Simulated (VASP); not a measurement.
# Ti (Pm-3m) in VASP: notebook, part 2 of 2

VASP 6.6.1. Earlier steps stand in the parts before.

## (4) Single point, LDA (volume scaled by 0.65)

File INCAR:

```
SYSTEM = Ti
PREC     = Accurate       ! precision mode
ENCUT    = 520            ! plane-wave cutoff, eV
EDIFF    = 1E-6           ! SCF threshold, eV
ISMEAR   = -1             ! smearing method
SIGMA    = 0.05           ! smearing width, eV
LREAL    = .FALSE.        ! projectors in reciprocal space
LASPH    = .TRUE.         ! aspherical terms in the spheres
NELM     = 100            ! most SCF steps
ALGO     = Normal         ! electronic algorithm
ISIF     = 2              ! what is computed and relaxed
LWAVE    = .FALSE.        ! write WAVECAR
LCHARG   = .FALSE.        ! write CHGCAR
GGA      = CA             ! functional
NBANDS   = 12             ! bands
```

File KPOINTS:

```
Automatic mesh
0
G
  15 15 15
  0 0 0
```

File POSCAR:

```
Ti
1.0
    2.2089800050      0.0000000000      0.0000000000
    0.0000000000      2.2089800050      0.0000000000
    0.0000000000      0.0000000000      2.2089800050
Ti
1
Direct
    0.0000000000      0.0000000000      0.0000000000
```

Potentials or basis: VASP PAW LDA potentials, release 64 (Ti_sv).

Run with:

```
> cat potpaw_LDA.64/Ti_sv/POTCAR > POTCAR
> mpirun -np 1 vasp_std > vasp.out
```

OUTCAR:

```text
SYSTEM = Ti
   PREC = Accurate
   ENCUT = 520
   EDIFF = 1E-6
   ISMEAR = -1
   LREAL = .FALSE.
   LASPH = .TRUE.
   NELM = 100
   ISIF = 2
   GGA = CA

 ion  position               nearest neighbor table
   1  0.000  0.000  0.000-

  LATTYP: Found a simple cubic cell.
 ALAT       =     2.2089800050

  Lattice vectors:

 A1 = (   2.2089800050,   0.0000000000,   0.0000000000)
 A2 = (   0.0000000000,   2.2089800050,   0.0000000000)
 A3 = (   0.0000000000,   0.0000000000,   2.2089800050)

Analysis of symmetry for initial positions (statically):
=====================================================================
 Subroutine PRICEL returns:
 Original cell was already a primitive cell.

 Routine SETGRP: Setting up the symmetry group for a
 simple cubic supercell.

 Subroutine GETGRP returns: Found 48 space group operations
 (whereof 48 operations were pure point group operations)
 out of a pool of 48 trial point group operations.

The static configuration has the point symmetry O_h .

Analysis of symmetry for dynamics (positions and initial velocities):
=====================================================================
 Subroutine PRICEL returns:
 Original cell was already a primitive cell.

 Routine SETGRP: Setting up the symmetry group for a
 simple cubic supercell.

 Subroutine GETGRP returns: Found 48 space group operations
 (whereof 48 operations were pure point group operations)
 out of a pool of 48 trial point group operations.

The dynamic configuration has the point symmetry O_h .

 Subroutine INISYM returns: Found 48 space group operations
 (whereof 48 operations are pure point group operations),
 and found     1 'primitive' translations

----------------------------------------------------------------------------------------

                                     Primitive cell

  volume of cell :      10.7789

  direct lattice vectors                    reciprocal lattice vectors
     2.208980005  0.000000000  0.000000000     0.452697624  0.000000000  0.000000000
     0.000000000  2.208980005  0.000000000     0.000000000  0.452697624  0.000000000
     0.000000000  0.000000000  2.208980005     0.000000000  0.000000000  0.452697624

  length of vectors
     2.208980005  2.208980005  2.208980005     0.452697624  0.452697624  0.452697624

  position of ions in fractional coordinates (direct lattice)
     0.000000000  0.000000000  0.000000000

  ion indices of the primitive-cell ions
   primitive index   ion index
                 1           1

----------------------------------------------------------------------------------------

 KPOINTS: Automatic mesh

Automatic generation of k-mesh.
 Grid dimensions read from file:
 generate k-points for:   15   15   15

 Generating k-lattice:

  Cartesian coordinates                     Fractional coordinates (reciprocal lattice)
     0.030179842  0.000000000  0.000000000     0.066666667  0.000000000  0.000000000
     0.000000000  0.030179842  0.000000000     0.000000000  0.066666667  0.000000000
     0.000000000  0.000000000  0.030179842     0.000000000  0.000000000  0.066666667

  Length of vectors
     0.030179842  0.030179842  0.030179842

  Shift w.r.t. Gamma in fractional coordinates (k-lattice)
     0.000000000  0.000000000  0.000000000

 Subroutine IBZKPT returns following result:
 ===========================================

 Found    120 irreducible k-points:

 Following reciprocal coordinates:
            Coordinates               Weight
  0.000000  0.000000  0.000000      1.000000
  0.066667  0.000000  0.000000      6.000000
  0.133333  0.000000  0.000000      6.000000
  0.200000  0.000000  0.000000      6.000000
  0.266667  0.000000  0.000000      6.000000
  0.333333  0.000000  0.000000      6.000000
[... 16 lines left out ...]
  0.266667  0.200000  0.000000     24.000000
  0.333333  0.200000  0.000000     24.000000
 [... further k-points ...]
   k-points           NKPTS =    120   k-points in BZ     NKDIM =    120   number of bands    NBANDS=     12
   number of dos      NEDOS =    301   number of ions     NIONS =      1
   total plane-waves  NPLWV =   4096
   dimension x,y,z NGX =    16 NGY =   16 NGZ =   16
   dimension x,y,z NGXF=    32 NGYF=   32 NGZF=   32
   ions per type =               1
   NGX,Y,Z   is equivalent  to a cutoff of  12.04, 12.04, 12.04 a.u.
   NGXF,Y,Z  is equivalent  to a cutoff of  24.08, 24.08, 24.08 a.u.
 SYSTEM =  Ti
   PREC   = accura    normal or accurate (medium, high low for compatibility)
   ISTART =      0    job   : 0-new  1-cont  2-samecut
   ICHARG =      2    charge: 1-file 2-atom 10-const
   ISPIN  =      1    spin polarized calculation?
   LNONCOLLINEAR =      F non collinear calculations
   LSORBIT =      F    spin-orbit coupling
   LASPH  =      T    aspherical Exc in radial PAW
   ENCUT  =  520.0 eV  38.22 Ry    6.18 a.u.   4.11  4.11  4.11*2*pi/ulx,y,z
   NELM   =    100;   NELMIN=  2; NELMDL= -5     # of ELM steps
   EDIFF  = 0.1E-05   stopping-criterion for ELM
   LREAL  =      F    real-space projection
   EDIFFG = 0.1E-04   stopping-criterion for IOM
   NSW    =      0    number of steps for IOM
   IBRION =     -1    ionic relax: 0-MD 1-quasi-New 2-CG
   NFREE  =      0    steps in history (QN), initial steepest desc. (CG)
   ISIF   =      2    stress and relaxation
   ISYM   =      2    0-nonsym 1-usesym 2-fastsym
   POTIM  = 0.5000    time-step for ionic-motion
   TEBEG  =    0.0;   TEEND  =   0.0 temperature during run
   PSTRESS=    0.0 pullay stress
   NELECT =      12.0000    total number of electrons
   NUPDOWN=      -1.0000    fix difference up-down
   EMIN   =  10.00;   EMAX   =-10.00  energy-range for DOS
   EFERMI =   0.00;   METHOD = LEGACY
   ISMEAR =    -1;   SIGMA  =   0.05  broadening in eV -4-tet -1-fermi 0-gaus
   EFERMI_NEDOS =   21; number of points for ismear=-14 and -15
   IALGO  =     38    algorithm
   IMIX   =      4    mixing-type and parameters
     AMIX     =   0.40;   BMIX     =  1.00
     AMIX_MAG =   1.60;   BMIX_MAG =  1.00
  volume/ion in A,a.u.               =      10.78        72.74
  Fermi-wavevector in a.u.,A,eV,Ry     =   1.696720  3.206336 39.169242  2.878858
  Thomas-Fermi vector in A             =   2.777531
   LORBIT       =      0    0 simple, 1 ext, 2 COOP (PROOUT), +10 PAW based schemes
   GGA     = CA    functional components
   LHFCALC =     F    Hartree Fock is set to
   AEXX    =    0.0000 exact exchange contribution
   IVDW    =     0    specifies the selected vdW correction
   LEPSILON=     F    determine dielectric tensor
   LRPA    =     F    only Hartree local field effects (RPA)
 non-spin polarized calculation
  energy-cutoff  :      520.00
  volume of cell :       10.78
 maximum number of plane-waves:       300
   NGX =  9   NGY =  9   NGZ =  9

 number of electron      12.0000009 magnetization

 Free energy of the ion-electron system (eV)
  ---------------------------------------------------
  ext. energy  EPLUGINS =         0.00000000
  ---------------------------------------------------
  free energy    TOTEN  =        -6.63145739 eV

  energy without entropy =       -6.61973877  energy(sigma->0) =       -6.62559808

 E-fermi :  14.0284     XC(G=0): -14.1696

 val. band max:       14.0230131796   @ k =   0.2667   0.0000   0.0000
 cond. band min:      14.0323971175   @ k =   0.2667   0.0667   0.0000
 fundamental gap:      0.0093839379
 Fermi energy:        14.0284473352

 k-point     1 :       0.0000    0.0000    0.0000
  band No.  band energies     occupation
      1     -42.1700      2.00000
      2     -16.5635      2.00000
      3     -16.5635      2.00000
      4     -16.5635      2.00000
      5       7.8751      2.00000
      6      10.9889      2.00000
      7      10.9889      2.00000
      8      20.7121      0.00000
      9      20.7121      0.00000
     10      20.7121      0.00000
     11      36.6737      0.00000
     12      36.6737      0.00000

 k-point     2 :       0.0667    0.0000    0.0000
  band No.  band energies     occupation
      1     -42.1392      2.00000
      2     -16.7426      2.00000
      3     -16.5483      2.00000
      4     -16.5483      2.00000
      5       8.0673      2.00000
      6      11.0408      2.00000
      7      11.2106      2.00000
      8      20.4994      0.00000
      9      20.4994      0.00000
     10      20.7276      0.00000
     11      35.6080      0.00000
     12      36.9790      0.00000
[... 316 lines left out ...]
 k-point    24 :       0.3333    0.2000    0.0000
  band No.  band energies     occupation
      1     -41.3626      2.00000
      2     -19.1600      2.00000
      3     -17.5531      2.00000
      4     -16.1810      2.00000
      5      11.3262      2.00000
      6      12.7437      2.00000
      7      15.1486      0.00000
      8      17.9266      0.00000
      9      18.3974      0.00000
     10      19.6518      0.00000
     11      28.8576      0.00000
     12      34.6585      0.00000

 [... further k-points ...]
[... 5 lines left out ...]
  --------------------------------------------------------------------------------------
  -------------------------------------------------------------------------------------
  Total        5.9015895      5.9015895      5.9015895     -0.0000000      0.0000000     -0.0000000
  in kB      877.2113141    877.2113141    877.2113141     -0.0000000      0.0000000     -0.0000000
  external PRESSURE =     877.2113141 kB  Pullay stress =       0.0000000 kB

 VOLUME and BASIS-vectors are now :
 -----------------------------------------------------------------------------
  energy-cutoff  :      520.00
  volume of cell :       10.78
      direct lattice vectors                 reciprocal lattice vectors
     2.208980005  0.000000000  0.000000000     0.452697624  0.000000000  0.000000000
     0.000000000  2.208980005  0.000000000     0.000000000  0.452697624  0.000000000
     0.000000000  0.000000000  2.208980005     0.000000000  0.000000000  0.452697624

 POSITION                                       TOTAL-FORCE (eV/Angst)
 -----------------------------------------------------------------------------------
      0.00000      0.00000      0.00000         0.000000      0.000000      0.000000
 -----------------------------------------------------------------------------------
    total drift:                                0.000000     -0.000000      0.000000

  FREE ENERGIE OF THE ION-ELECTRON SYSTEM (eV)
  ---------------------------------------------------
  free  energy   TOTEN  =        -6.6314573867 eV

  energy  without entropy=       -6.6197387734  energy(sigma->0) =       -6.62559808
```

Run time: 4.7 s. Hardware: 1 thread of Intel Xeon 6975P-C, shared host; peak memory 0.12 GiB.

Results:

```
Free energy            : -6.6315 eV
Pressure               : 87.7 GPa
Band gap on the k mesh : zero (band 6 reaches 15.23 eV, above the bottom of band 7 at 10.86 eV)
```

## (5) Single point, LDA (volume scaled by 0.75)

File INCAR:

```
SYSTEM = Ti
PREC = Accurate
ENCUT = 520
EDIFF = 1E-6
ISMEAR = -1
SIGMA = 0.05
LREAL = .False.
LASPH = .True.
NELM = 100
ALGO = Normal
ISIF = 2
LWAVE = .False.
LCHARG = .False.
GGA = CA
NBANDS = 12
```

File KPOINTS:

```
regular mesh
0
Gamma
  15 15 15
  0 0 0
```

File POSCAR:

```
Ti
1.0
    2.3169024762      0.0000000000      0.0000000000
    0.0000000000      2.3169024762      0.0000000000
    0.0000000000      0.0000000000      2.3169024762
Ti
1
Direct
    0.0000000000      0.0000000000      0.0000000000
```

Run with:

```
> cat potpaw_LDA.64/Ti_sv/POTCAR > POTCAR
> mpirun -np 1 vasp_std > vasp.out
```

Run time: 8.4 s. Hardware: 1 thread of Intel Xeon 6975P-C, shared host; peak memory 0.12 GiB.

The run converged. Its results:

```yaml
Free_energy: -7.3027 eV
Pressure: 45.6 GPa
Band_gap_on_the_k_mesh: zero (band 6 reaches 12.92 eV, above the bottom of band 7 at 9.49 eV)
```

Levels at points of the mesh, in eV from the Fermi level:
```
           k point  band 3  band 4  band 5  band 6  band 7  band 8  band 9  band 10
(0.00, 0.00, 0.00)  -31.00  -31.00   -6.21   -2.43   -2.43    5.83    5.83     5.83
```

## (6) Single point, LDA (volume scaled by 0.85)

File INCAR:

```
SYSTEM = Ti
ALGO = Normal ; EDIFF = 1E-6
ENCUT = 520 ; ISIF = 2
ISMEAR = -1 ; LASPH = .TRUE.
LCHARG = .FALSE. ; LREAL = .FALSE.
LWAVE = .FALSE. ; NBANDS = 12
NELM = 60 ; PREC = Accurate
SIGMA = 0.05
```

File KPOINTS:

```
k-points
0
G
  15 15 15
  0 0 0
```

File POSCAR:

```
Ti
1.0
    2.4156108659      0.0000000000      0.0000000000
    0.0000000000      2.4156108659      0.0000000000
    0.0000000000      0.0000000000      2.4156108659
Ti
1
Direct
    0.0000000000      0.0000000000      0.0000000000
```

Potentials or basis: VASP PAW LDA potentials, release 64 (Ti_sv).

Run with:

```
> cat potpaw_LDA.64/Ti_sv/POTCAR > POTCAR
> mpirun -np 1 vasp_std > vasp.out
```

Run time: 9.6 s. Hardware: 1 thread of Intel Xeon 6975P-C, shared host; peak memory 0.13 GiB.

It converged, with:

```
Free energy            : -7.6312 eV
Pressure               : 20.1 GPa
Band gap on the k mesh : zero (band 6 reaches 11.09 eV, above the bottom of band 7 at 8.32 eV)
```

Levels at points of the mesh, in eV from the Fermi level:
```
           k point  band 4  band 5  band 6  band 7  band 8  band 9
(0.00, 0.00, 0.00)  -31.31   -6.08   -1.96   -1.96    5.18    5.18
```

## (7) The runs side by side

```tsv
cell	gap on the mesh (eV)	pressure (GPa)
a = 2.089 Å, 1 atom	none	167.4
a = 2.209 Å, 1 atom	none	87.7
a = 2.317 Å, 1 atom	none	45.6
a = 2.416 Å, 1 atom	none	20.1
```

Alike in all rows: task single point; level LDA; potentials or basis VASP PAW LDA potentials, release 64 (Ti_sv); no spin polarisation; k mesh 15 × 15 × 15; cutoff (eV) 520; smearing fermi-dirac 0.05 eV.

Total energies depend on the potentials used, so only differences within one code and one set of settings carry meaning.
